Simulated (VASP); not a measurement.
# InSb (P4/mmm) in VASP: notebook

The runs below take InSb through single point, with PBE.

Everything below comes from runs of VASP 6.6.1. Logs are shortened: lines on timing, memory, paths and dates and some standing lists are left out, and cuts for length are marked.

### Step 1. The cell of the first run

It takes space group P4/mmm (No. 123, tetragonal). The conventional cell has a = 2.935 Å, b = 2.935 Å, c = 6.489 Å, α = 90.00°, β = 90.00°, γ = 90.00°. Within 3.9 Å of In (site symmetry 4/mmm) lie 4 In at 2.94 Å and 2 Sb at 3.24 Å. Sb (site symmetry 4/mmm) has 4 Sb at 2.94 Å and 2 In at 3.24 Å within 3.9 Å.

### Step 2. Single point, PBE (strained)

Contents of INCAR:

```
ALGO     = Normal         # electronic algorithm
EDIFF    = 1E-6           # SCF threshold, eV
ENCUT    = 520            # plane-wave cutoff, eV
GGA      = PE             # functional
ISIF     = 2              # what is computed and relaxed
ISMEAR   = 0              # smearing method
LASPH    = True           # aspherical terms in the spheres
LCHARG   = False          # write CHGCAR
LREAL    = False          # projectors in reciprocal space
LWAVE    = False          # write WAVECAR
NBANDS   = 16             # bands
NELM     = 100            # most SCF steps
PREC     = Accurate       # precision mode
SIGMA    = 0.1            # smearing width, eV
```

Contents of KPOINTS:

```
k-points
0
Gamma
  14 14 8
```

Contents of POSCAR:

```
InSb
1.0
    2.9350067578      0.0000000000      0.0000000000
    0.0000000000      2.9350067578      0.0000000000
    0.0000000000      0.0000000000      6.4887020612
In Sb
1 1
Direct
    0.0000000000      0.0000000000      0.0000000000
    0.0000000000      0.0000000000      0.5000000000
```

Potentials or basis: VASP PAW PBE potentials, release 64 (In_d, Sb).

The run is started by

```
$ cat potpaw_PBE.64/In_d/POTCAR potpaw_PBE.64/Sb/POTCAR > POTCAR
$ mpirun -np 1 vasp_std > vasp.out
```

OUTCAR:

```text
EDIFF = 1E-6
   ENCUT = 520
   GGA = PE
   ISIF = 2
   ISMEAR = 0
   LASPH = True
   LREAL = False
   NELM = 100
   PREC = Accurate

 ion  position               nearest neighbor table
   1  0.000  0.000  0.000-   2 3.24   2 3.24
   2  0.000  0.000  0.500-   1 3.24   1 3.24

  LATTYP: Found a simple tetragonal cell.
 ALAT       =     2.9350067578
 C/A-ratio  =     2.2107962934

  Lattice vectors:

 A1 = (   2.9350067578,   0.0000000000,   0.0000000000)
 A2 = (   0.0000000000,   2.9350067578,   0.0000000000)
 A3 = (   0.0000000000,   0.0000000000,   6.4887020612)

Analysis of symmetry for initial positions (statically):
=====================================================================
 Subroutine PRICEL returns:
 Original cell was already a primitive cell.

 Routine SETGRP: Setting up the symmetry group for a
 simple tetragonal supercell.

 Subroutine GETGRP returns: Found 16 space group operations
 (whereof 16 operations were pure point group operations)
 out of a pool of 16 trial point group operations.

The static configuration has the point symmetry D_4h.

Analysis of symmetry for dynamics (positions and initial velocities):
=====================================================================
 Subroutine PRICEL returns:
 Original cell was already a primitive cell.

 Routine SETGRP: Setting up the symmetry group for a
 simple tetragonal supercell.

 Subroutine GETGRP returns: Found 16 space group operations
 (whereof 16 operations were pure point group operations)
 out of a pool of 16 trial point group operations.

The dynamic configuration has the point symmetry D_4h.

 Subroutine INISYM returns: Found 16 space group operations
 (whereof 16 operations are pure point group operations),
 and found     1 'primitive' translations

----------------------------------------------------------------------------------------

                                     Primitive cell

  volume of cell :      55.8954

  direct lattice vectors                    reciprocal lattice vectors
     2.935006758  0.000000000  0.000000000     0.340714718  0.000000000  0.000000000
     0.000000000  2.935006758  0.000000000     0.000000000  0.340714718  0.000000000
     0.000000000  0.000000000  6.488702061     0.000000000  0.000000000  0.154114026

  length of vectors
     2.935006758  2.935006758  6.488702061     0.340714718  0.340714718  0.154114026

[... 74 lines left out ...]
   ISPIN  =      1    spin polarized calculation?
   LNONCOLLINEAR =      F non collinear calculations
   LSORBIT =      F    spin-orbit coupling
   LASPH  =      T    aspherical Exc in radial PAW
   ENCUT  =  520.0 eV  38.22 Ry    6.18 a.u.   5.46  5.46 12.06*2*pi/ulx,y,z
   NELM   =    100;   NELMIN=  2; NELMDL= -5     # of ELM steps
   EDIFF  = 0.1E-05   stopping-criterion for ELM
   LREAL  =      F    real-space projection
   EDIFFG = 0.1E-04   stopping-criterion for IOM
   NSW    =      0    number of steps for IOM
   IBRION =     -1    ionic relax: 0-MD 1-quasi-New 2-CG
   NFREE  =      0    steps in history (QN), initial steepest desc. (CG)
   ISIF   =      2    stress and relaxation
   ISYM   =      2    0-nonsym 1-usesym 2-fastsym
   POTIM  = 0.5000    time-step for ionic-motion
   TEBEG  =    0.0;   TEEND  =   0.0 temperature during run
   PSTRESS=    0.0 pullay stress
   NELECT =      18.0000    total number of electrons
   NUPDOWN=      -1.0000    fix difference up-down
   EMIN   =  10.00;   EMAX   =-10.00  energy-range for DOS
   EFERMI =   0.00;   METHOD = LEGACY
   ISMEAR =     0;   SIGMA  =   0.10  broadening in eV -4-tet -1-fermi 0-gaus
   EFERMI_NEDOS =   21; number of points for ismear=-14 and -15
   IALGO  =     38    algorithm
   IMIX   =      4    mixing-type and parameters
     AMIX     =   0.40;   BMIX     =  1.00
     AMIX_MAG =   1.60;   BMIX_MAG =  1.00
  volume/ion in A,a.u.               =      27.95       188.60
  Fermi-wavevector in a.u.,A,eV,Ry     =   1.122123  2.120504 17.131901  1.259159
  Thomas-Fermi vector in A             =   2.258781
   LORBIT       =      0    0 simple, 1 ext, 2 COOP (PROOUT), +10 PAW based schemes
   GGA     = PE    functional components
   LHFCALC =     F    Hartree Fock is set to
   AEXX    =    0.0000 exact exchange contribution
   IVDW    =     0    specifies the selected vdW correction
   LEPSILON=     F    determine dielectric tensor
   LRPA    =     F    only Hartree local field effects (RPA)
 non-spin polarized calculation
 Gauss-broadening in eV      SIGMA  =   0.10
  energy-cutoff  :      520.00
  volume of cell :       55.90
 maximum number of plane-waves:      1532
 NGX is ok and might be reduce to    24
   NGX = 11   NGY = 11   NGZ = 25

 number of electron      17.9999989 magnetization

 Free energy of the ion-electron system (eV)
  ---------------------------------------------------
  ext. energy  EPLUGINS =         0.00000000
  ---------------------------------------------------
  free energy    TOTEN  =        -6.41996799 eV

  energy without entropy =       -6.41360635  energy(sigma->0) =       -6.41678717

 E-fermi :   7.3973     XC(G=0):  -9.8690

 val. band max:        7.3854058227   @ k =   0.2143   0.0714   0.2500
 cond. band min:       7.4053885478   @ k =   0.1429   0.1429   0.5000
 fundamental gap:      0.0199827251
 Fermi energy:         7.3973233826

 k-point     1 :       0.0000    0.0000    0.0000
  band No.  band energies     occupation
      1      -7.9335      2.00000
      2      -7.6092      2.00000
      3      -7.1285      2.00000
      4      -7.1285      2.00000
      5      -6.9969      2.00000
      6      -4.9138      2.00000
[... 433 lines left out ...]
      3      -7.3601      2.00000
      4      -7.2326      2.00000
      5      -7.1423      2.00000
      6      -1.9959      2.00000
[... 8 lines left out ...]
     15      15.7167      0.00000
     16      16.6143      0.00000

 [... further k-points ...]
[... 5 lines left out ...]
  --------------------------------------------------------------------------------------
  -------------------------------------------------------------------------------------
  Total        2.6899759      2.6899759     -0.7691305      0.0000000     -0.0000000      0.0000000
  in kB       77.1050688     77.1050688    -22.0462418      0.0000000     -0.0000000      0.0000000
  external PRESSURE =      44.0546320 kB  Pullay stress =       0.0000000 kB

 VOLUME and BASIS-vectors are now :
 -----------------------------------------------------------------------------
  energy-cutoff  :      520.00
  volume of cell :       55.90
      direct lattice vectors                 reciprocal lattice vectors
     2.935006758  0.000000000  0.000000000     0.340714718  0.000000000  0.000000000
     0.000000000  2.935006758  0.000000000     0.000000000  0.340714718  0.000000000
     0.000000000  0.000000000  6.488702061     0.000000000  0.000000000  0.154114026

 POSITION                                       TOTAL-FORCE (eV/Angst)
 -----------------------------------------------------------------------------------
      0.00000      0.00000      0.00000         0.000000      0.000000      0.000000
      0.00000      0.00000      3.24435         0.000000      0.000000      0.000000
 -----------------------------------------------------------------------------------
    total drift:                                0.000000     -0.000000     -0.000000

  FREE ENERGIE OF THE ION-ELECTRON SYSTEM (eV)
  ---------------------------------------------------
  free  energy   TOTEN  =        -6.4199679898 eV

  energy  without entropy=       -6.4136063506  energy(sigma->0) =       -6.41678717
```

Run time: 96 s. Hardware: 1 thread of Intel Xeon Platinum 8259CL at 2.50GHz (Skylake/Cascade Lake), shared host; peak memory 0.3 GiB.

Results:

- Free energy: -6.4200 eV
- Pressure: 4.4 GPa
- Band gap on the k mesh: zero (band 9 reaches 11.07 eV, above the bottom of band 10 at 5.25 eV)

Caveat: the cell differs from its parent crystal (strained); spin-orbit coupling is left out, which moves the levels of the heavy elements.

### Step 3. Single point, PBE (strained)

Contents of INCAR:

```
SYSTEM = InSb
  PREC = Accurate
  ENCUT = 520
  EDIFF = 1E-6
  ISMEAR = 0
  SIGMA = 0.1
  LREAL = .FALSE.
  LASPH = .TRUE.
  NELM = 60
  ALGO = Normal
  ISIF = 2
  LWAVE = .FALSE.
  LCHARG = .FALSE.
  GGA = PE
  NBANDS = 16
```

Contents of KPOINTS:

```
regular mesh
0
G
  14 14 8
  0 0 0
```

Contents of POSCAR:

```
InSb
1.0
    2.9651579866      0.0000000000      0.0000000000
    0.0000000000      2.9651579866      0.0000000000
    0.0000000000      0.0000000000      6.3631495672
In Sb
1 1
Direct
    0.0000000000      0.0000000000      0.0000000000
    0.0000000000      0.0000000000      0.5000000000
```

Potentials or basis: VASP PAW PBE potentials, release 64 (In_d, Sb).

The run is started by

```
$ cat potpaw_PBE.64/In_d/POTCAR potpaw_PBE.64/Sb/POTCAR > POTCAR
$ mpirun -np 1 vasp_std > vasp.out
```

OUTCAR:

```text
SYSTEM = InSb
   PREC = Accurate
   ENCUT = 520
   EDIFF = 1E-6
   ISMEAR = 0
   LREAL = .FALSE.
   LASPH = .TRUE.
   NELM = 60
   ISIF = 2
   GGA = PE

 ion  position               nearest neighbor table
   1  0.000  0.000  0.000-   2 3.18   2 3.18
   2  0.000  0.000  0.500-   1 3.18   1 3.18

  LATTYP: Found a simple tetragonal cell.
 ALAT       =     2.9651579866
 C/A-ratio  =     2.1459731980

  Lattice vectors:

 A1 = (   2.9651579866,   0.0000000000,   0.0000000000)
 A2 = (   0.0000000000,   2.9651579866,   0.0000000000)
 A3 = (   0.0000000000,   0.0000000000,   6.3631495672)

Analysis of symmetry for initial positions (statically):
=====================================================================
 Subroutine PRICEL returns:
 Original cell was already a primitive cell.

 Routine SETGRP: Setting up the symmetry group for a
 simple tetragonal supercell.

 Subroutine GETGRP returns: Found 16 space group operations
 (whereof 16 operations were pure point group operations)
 out of a pool of 16 trial point group operations.

The static configuration has the point symmetry D_4h.

Analysis of symmetry for dynamics (positions and initial velocities):
=====================================================================
 Subroutine PRICEL returns:
 Original cell was already a primitive cell.

 Routine SETGRP: Setting up the symmetry group for a
 simple tetragonal supercell.

 Subroutine GETGRP returns: Found 16 space group operations
 (whereof 16 operations were pure point group operations)
 out of a pool of 16 trial point group operations.

The dynamic configuration has the point symmetry D_4h.

 Subroutine INISYM returns: Found 16 space group operations
 (whereof 16 operations are pure point group operations),
 and found     1 'primitive' translations

----------------------------------------------------------------------------------------

                                     Primitive cell

  volume of cell :      55.9458

[... 103 lines left out ...]
   ISMEAR =     0;   SIGMA  =   0.10  broadening in eV -4-tet -1-fermi 0-gaus
   EFERMI_NEDOS =   21; number of points for ismear=-14 and -15
   IALGO  =     38    algorithm
   IMIX   =      4    mixing-type and parameters
     AMIX     =   0.40;   BMIX     =  1.00
     AMIX_MAG =   1.60;   BMIX_MAG =  1.00
  volume/ion in A,a.u.               =      27.97       188.77
  Fermi-wavevector in a.u.,A,eV,Ry     =   1.121785  2.119867 17.121601  1.258402
  Thomas-Fermi vector in A             =   2.258441
   LORBIT       =      0    0 simple, 1 ext, 2 COOP (PROOUT), +10 PAW based schemes
   GGA     = PE    functional components
   LHFCALC =     F    Hartree Fock is set to
   AEXX    =    0.0000 exact exchange contribution
   IVDW    =     0    specifies the selected vdW correction
   LEPSILON=     F    determine dielectric tensor
   LRPA    =     F    only Hartree local field effects (RPA)
 non-spin polarized calculation
 Gauss-broadening in eV      SIGMA  =   0.10
  energy-cutoff  :      520.00
  volume of cell :       55.95
 maximum number of plane-waves:      1536
 NGX is ok and might be reduce to    24
   NGX = 11   NGY = 11   NGZ = 23

 number of electron      18.0000004 magnetization

 Free energy of the ion-electron system (eV)
  ---------------------------------------------------
  ext. energy  EPLUGINS =         0.00000000
  ---------------------------------------------------
  free energy    TOTEN  =        -6.47933002 eV

  energy without entropy =       -6.47255011  energy(sigma->0) =       -6.47594007

 E-fermi :   7.3305     XC(G=0):  -9.8722

 val. band max:        7.3272969059   @ k =   0.2857   0.2857   0.3750
 cond. band min:       7.3306835570   @ k =   0.2143   0.0714   0.3750
 fundamental gap:      0.0033866511
 Fermi energy:         7.3304884232

 k-point     1 :       0.0000    0.0000    0.0000
  band No.  band energies     occupation
      1      -7.8918      2.00000
      2      -7.5949      2.00000
      3      -7.1417      2.00000
      4      -7.1417      2.00000
      5      -7.0218      2.00000
      6      -4.8121      2.00000
[... 433 lines left out ...]
      3      -7.3567      2.00000
      4      -7.2380      2.00000
      5      -7.1599      2.00000
      6      -1.9871      2.00000
[... 8 lines left out ...]
     15      15.5964      0.00000
     16      16.4389      0.00000

 [... further k-points ...]
[... 5 lines left out ...]
  --------------------------------------------------------------------------------------
  -------------------------------------------------------------------------------------
  Total        2.1152099      2.1152099     -0.2948875      0.0000000      0.0000000      0.0000000
  in kB       60.5753931     60.5753931     -8.4449905      0.0000000      0.0000000      0.0000000
  external PRESSURE =      37.5685986 kB  Pullay stress =       0.0000000 kB

 VOLUME and BASIS-vectors are now :
 -----------------------------------------------------------------------------
  energy-cutoff  :      520.00
  volume of cell :       55.95
      direct lattice vectors                 reciprocal lattice vectors
     2.965157987  0.000000000  0.000000000     0.337250158  0.000000000  0.000000000
     0.000000000  2.965157987  0.000000000     0.000000000  0.337250158  0.000000000
     0.000000000  0.000000000  6.363149567     0.000000000  0.000000000  0.157154879

 POSITION                                       TOTAL-FORCE (eV/Angst)
 -----------------------------------------------------------------------------------
      0.00000      0.00000      0.00000         0.000000      0.000000      0.000000
      0.00000      0.00000      3.18157         0.000000      0.000000      0.000000
 -----------------------------------------------------------------------------------
    total drift:                                0.000000     -0.000000     -0.000000

  FREE ENERGIE OF THE ION-ELECTRON SYSTEM (eV)
  ---------------------------------------------------
  free  energy   TOTEN  =        -6.4793300231 eV

  energy  without entropy=       -6.4725501146  energy(sigma->0) =       -6.47594007
```

stdout:

```text
POSCAR found type information on POSCAR InSb
 POSCAR found :  2 types and       2 ions
 scaLAPACK will be used
 LDA part: xc-table for (Slater+PW92), standard interpolation
 POSCAR, INCAR and KPOINTS ok, starting setup
 FFT: planning ... GRIDC
 FFT: planning ... GRID_SOFT
 FFT: planning ... GRID
 WAVECAR not read
 entering main loop
```

Run time: 99 s. Hardware: 1 thread of Intel Xeon Platinum 8259CL at 2.50GHz (Skylake/Cascade Lake), shared host; peak memory 0.3 GiB.

What came out:

* Free energy: -6.4793 eV
* Pressure: 3.8 GPa
* Band gap on the k mesh: zero (band 9 reaches 11.39 eV, above the bottom of band 10 at 5.21 eV)

Stress tensor (GPa, compression positive):
```
 6.06  0.00  0.00
 0.00  6.06  0.00
 0.00  0.00 -0.84
```

Caveat: the cell differs from its parent crystal (strained); spin-orbit coupling is left out, which moves the levels of the heavy elements.

(Continued in part 2 of 2.)
